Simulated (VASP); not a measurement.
# HfC (Fm-3m) in VASP: notebook, part 2 of 2

VASP 6.6.1.

## 4. Single point, PBE+D4

This run uses another cell than the first one, of 12.29 Å³/atom, 1.033 times its volume.

The input, INCAR:

```
SYSTEM = HfC
  PREC = Accurate
  ENCUT = 520
  EDIFF = 1E-6
  ISMEAR = 0
  SIGMA = 0.05
  LREAL = .FALSE.
  LASPH = .TRUE.
  NELM = 100
  ALGO = Normal
  ISIF = 2
  LWAVE = .FALSE.
  LCHARG = .TRUE.
  GGA = PE
  IVDW = 13
  LELF = .TRUE.
  LVHAR = .TRUE.
  NBANDS = 14
```

The input, KPOINTS:

```
regular mesh
0
G
  8 8 8
  0 0 0
```

The input, POSCAR:

```
HfC
1.0
    0.0000000000      2.3079576481      2.3079576481
    2.3079576481      0.0000000000      2.3079576481
    2.3079576481      2.3079576481      0.0000000000
Hf C
1 1
Direct
    0.5000000000      0.5000000000      0.5000000000
    0.0000000000      0.0000000000      0.0000000000
```

Launch:

```sh
cat potpaw_PBE.64/Hf_pv/POTCAR potpaw_PBE.64/C/POTCAR > POTCAR
mpirun -np 1 vasp_std > vasp.out
```

It took 8.7 s on 1 thread of Intel Xeon 6975P-C, shared host; peak memory 0.14 GiB.

It converged, with:

| Property | Result |
| --- | --- |
| Free energy | -21.5456 eV |
| Pressure | 1.4 GPa |
| Band gap on the k mesh | zero (band 7 reaches 7.14 eV, above the bottom of band 8 at 5.70 eV) |
| Dispersion energy per atom | -0.256 eV |

Levels at points of the mesh, in eV from the Fermi level:
| k point | band 3 | band 4 | band 5 | band 6 | band 7 | band 8 | band 9 | band 10 | band 11 | band 12 |
| --- | --- | --- | --- | --- | --- | --- | --- | --- | --- | --- |
| (0.00, 0.00, 0.00) | -29.41 | -12.36 | 1.07 | 1.07 | 1.07 | 1.46 | 1.46 | 1.46 | 3.52 | 3.52 |
| (0.50, 0.00, 0.00) | -29.48 | -8.49 | -6.18 | -3.00 | -3.00 | 5.50 | 5.50 | 5.98 | 6.72 | 11.74 |
| (0.50, 0.50, 0.00) | -29.66 | -10.45 | -2.51 | -1.79 | -0.01 | -0.01 | 5.50 | 6.97 | 6.97 | 8.77 |

Caveat: spin-orbit coupling is left out, which moves the levels of the heavy elements; pairwise dispersion overbinds metals, which lowers pressure and volume.

## 5. Single point, PBE+D4

This run uses another cell than the first one, of 12.39 Å³/atom, 1.042 times its volume.

The input, INCAR:

```
ALGO = Normal ; EDIFF = 1E-6
ENCUT = 520 ; GGA = PE
ISIF = 2 ; ISMEAR = 0
IVDW = 13 ; LASPH = T
LCHARG = F ; LREAL = F
LWAVE = F ; NBANDS = 14
NELM = 60 ; PREC = Accurate
SIGMA = 0.05
```

The input, KPOINTS:

```
k-points
0
Gamma
  8 8 8
```

The input, POSCAR:

```
HfC
1.0
    0.0000000000      2.3141090597      2.3141090597
    2.3141090597      0.0000000000      2.3141090597
    2.3141090597      2.3141090597      0.0000000000
Hf C
1 1
Direct
    0.5000000000      0.5000000000      0.5000000000
    0.0000000000      0.0000000000      0.0000000000
```

Potentials or basis: VASP PAW PBE potentials, release 64 (Hf_pv, C).

Launch:

```sh
cat potpaw_PBE.64/Hf_pv/POTCAR potpaw_PBE.64/C/POTCAR > POTCAR
mpirun -np 1 vasp_std > vasp.out
```

OUTCAR:

```text
EDIFF = 1E-6
   ENCUT = 520
   GGA = PE
   ISIF = 2
   ISMEAR = 0
   IVDW = 13
   LASPH = T
   LREAL = F
   NELM = 60
   PREC = Accurate

 ion  position               nearest neighbor table
   1  0.500  0.500  0.500-   2 2.31   2 2.31   2 2.31   2 2.31   2 2.31   2 2.31
   2  0.000  0.000  0.000-   1 2.31   1 2.31   1 2.31   1 2.31   1 2.31   1 2.31

  LATTYP: Found a face centered cubic cell.
 ALAT       =     4.6282181194

  Lattice vectors:

[... 594 lines left out ...]

------------------------ aborting loop because EDIFF is reached ----------------------------------------

  DFT-D4 for vdW energy calculation

  Edisp (eV):   -0.50746

  FORCE on cell =-STRESS in cart. coord.  units (eV):
  Direction    XX          YY          ZZ          XY          YZ          ZX
  --------------------------------------------------------------------------------------
  -------------------------------------------------------------------------------------
  Total      -0.09374    -0.09374    -0.09374     0.00000     0.00000     0.00000
  in kB      -6.05972    -6.05972    -6.05972     0.00000     0.00000     0.00000
  external pressure =       -6.06 kB  Pullay stress =        0.00 kB

 VOLUME and BASIS-vectors are now :
 -----------------------------------------------------------------------------
  energy-cutoff  :      520.00
  volume of cell :       24.78
      direct lattice vectors                 reciprocal lattice vectors
     0.000000000  2.314109060  2.314109060    -0.216065876  0.216065876  0.216065876
     2.314109060  0.000000000  2.314109060     0.216065876 -0.216065876  0.216065876
     2.314109060  2.314109060  0.000000000     0.216065876  0.216065876 -0.216065876

 POSITION                                       TOTAL-FORCE (eV/Angst)
 -----------------------------------------------------------------------------------
      2.31411      2.31411      2.31411         0.000000      0.000000      0.000000
      0.00000      0.00000      0.00000        -0.000000     -0.000000      0.000000
 -----------------------------------------------------------------------------------
    total drift:                                0.000000     -0.000000      0.000000

  FREE ENERGIE OF THE ION-ELECTRON SYSTEM (eV)
  ---------------------------------------------------
  free  energy   TOTEN  =       -21.5461834417 eV

  energy  without entropy=      -21.5455348348  energy(sigma->0) =      -21.54585914
```

OSZICAR:

```text
N       E                     dE             d eps       ncg     rms          rms(c)
DAV:   1     0.221869672105E+02    0.22187E+02   -0.78656E+03   812   0.994E+02
DAV:   2    -0.227097190001E+02   -0.44897E+02   -0.42706E+02  1052   0.201E+02
DAV:   3    -0.241993460563E+02   -0.14896E+01   -0.14854E+01   962   0.268E+01
DAV:   4    -0.242055157141E+02   -0.61697E-02   -0.61693E-02   962   0.212E+00
DAV:   5    -0.242055537688E+02   -0.38055E-04   -0.38054E-04   970   0.152E-01    0.584E+01
DAV:   6    -0.211022996150E+02    0.31033E+01   -0.12008E+01   866   0.183E+01    0.419E+01
DAV:   7    -0.210532655949E+02    0.49034E-01   -0.53675E-01  1022   0.516E+00    0.251E+01
DAV:   8    -0.210450938528E+02    0.81717E-02   -0.68373E-02   968   0.209E+00    0.626E+00
DAV:   9    -0.210389713689E+02    0.61225E-02   -0.21453E-02   884   0.861E-01    0.208E+00
DAV:  10    -0.210387332615E+02    0.23811E-03   -0.11720E-03  1010   0.260E-01    0.706E-02
DAV:  11    -0.210387283477E+02    0.49137E-05   -0.71616E-05   932   0.680E-02    0.294E-02
DAV:  12    -0.210387281082E+02    0.23949E-06   -0.20367E-06  1028   0.130E-02
   1 F= -.21546183E+02 E0= -.21545859E+02  d E =-.648607E-03
```

Wall time 7.3 s (1 thread of Intel Xeon 6975P-C, shared host); peak memory 0.14 GiB.

Results:

| Property | Result |
| --- | --- |
| Free energy | -21.5462 eV |
| Pressure | -0.6 GPa |
| Band gap on the k mesh | zero (band 7 reaches 7.07 eV, above the bottom of band 8 at 5.64 eV) |
| Dispersion energy per atom | -0.254 eV |

Caveat: spin-orbit coupling is left out, which moves the levels of the heavy elements; pairwise dispersion overbinds metals, which lowers pressure and volume.

## 6. Single point, PBE+D4 (volume scaled by 0.98)

The input, INCAR:

```
SYSTEM = HfC
ALGO     = Normal         ! electronic algorithm
EDIFF    = 1E-6           ! SCF threshold, eV
ENCUT    = 520            ! plane-wave cutoff, eV
GGA      = PE             ! functional
ISIF     = 2              ! what is computed and relaxed
ISMEAR   = 0              ! smearing method
IVDW     = 13             ! dispersion correction
LASPH    = .TRUE.         ! aspherical terms in the spheres
LCHARG   = .FALSE.        ! write CHGCAR
LREAL    = .FALSE.        ! projectors in reciprocal space
LWAVE    = .FALSE.        ! write WAVECAR
NBANDS   = 14             ! bands
NELM     = 60             ! most SCF steps
PREC     = Accurate       ! precision mode
SIGMA    = 0.05           ! smearing width, eV
```

The input, KPOINTS:

```
k-points
0
G
  8 8 8
  0 0 0
```

The input, POSCAR:

```
HfC
1.0
    0.0000000000      2.2985776584      2.2985776584
    2.2985776584      0.0000000000      2.2985776584
    2.2985776584      2.2985776584      0.0000000000
Hf C
1 1
Direct
    0.5000000000      0.5000000000      0.5000000000
    0.0000000000      0.0000000000      0.0000000000
```

Potentials or basis: VASP PAW PBE potentials, release 64 (Hf_pv, C).

Launch:

```sh
cat potpaw_PBE.64/Hf_pv/POTCAR potpaw_PBE.64/C/POTCAR > POTCAR
mpirun -np 1 vasp_std > vasp.out
```

Run time: 7.5 s. Hardware: 1 thread of Intel Xeon 6975P-C, shared host; peak memory 0.14 GiB.

Results (log left out):

- Free energy: -21.5401 eV
- Pressure: 4.5 GPa
- Band gap on the k mesh: zero (band 7 reaches 7.24 eV, above the bottom of band 8 at 5.79 eV)
- Dispersion energy per atom: -0.259 eV

Levels at points of the mesh, in eV from the Fermi level:
```
           k point  band 3  band 4  band 5  band 6  band 7  band 8  band 9  band 10  band 11  band 12
(0.00, 0.00, 0.00)  -29.35  -12.43    1.08    1.08    1.08    1.46    1.46     1.46     3.55     3.55
(0.50, 0.00, 0.00)  -29.43   -8.48   -6.24   -3.05   -3.05    5.57    5.57     6.06     6.78    11.90
(0.50, 0.50, 0.00)  -29.61  -10.51   -2.49   -1.84    0.00    0.00    5.57     7.07     7.07     8.93
```

Caveat: the cell differs from its parent crystal (volume scaled by 0.98); spin-orbit coupling is left out, which moves the levels of the heavy elements; pairwise dispersion overbinds metals, which lowers pressure and volume.

## 7. The runs side by side

| cell | gap on the mesh (eV) | pressure (GPa) |
| --- | --- | --- |
| a = 3.228 Å, angles 60.0°, 2 atoms | none | 10.1 |
| a = 3.288 Å, angles 60.0°, 2 atoms | none | -3.9 |
| a = 3.264 Å, angles 60.0°, 2 atoms | none | 1.4 |
| a = 3.273 Å, angles 60.0°, 2 atoms | none | -0.6 |
| a = 3.251 Å, angles 60.0°, 2 atoms | none | 4.5 |

Alike in all rows: task single point; level PBE+D4; potentials or basis VASP PAW PBE potentials, release 64 (Hf_pv, C); no spin polarisation; k mesh 8 × 8 × 8; cutoff (eV) 520; smearing gaussian 0.05 eV.

Caveats: spin-orbit coupling is left out, which moves the levels of the heavy elements; pairwise dispersion overbinds metals, which lowers pressure and volume.

Absolute energies hang on the potentials; compare differences alone.
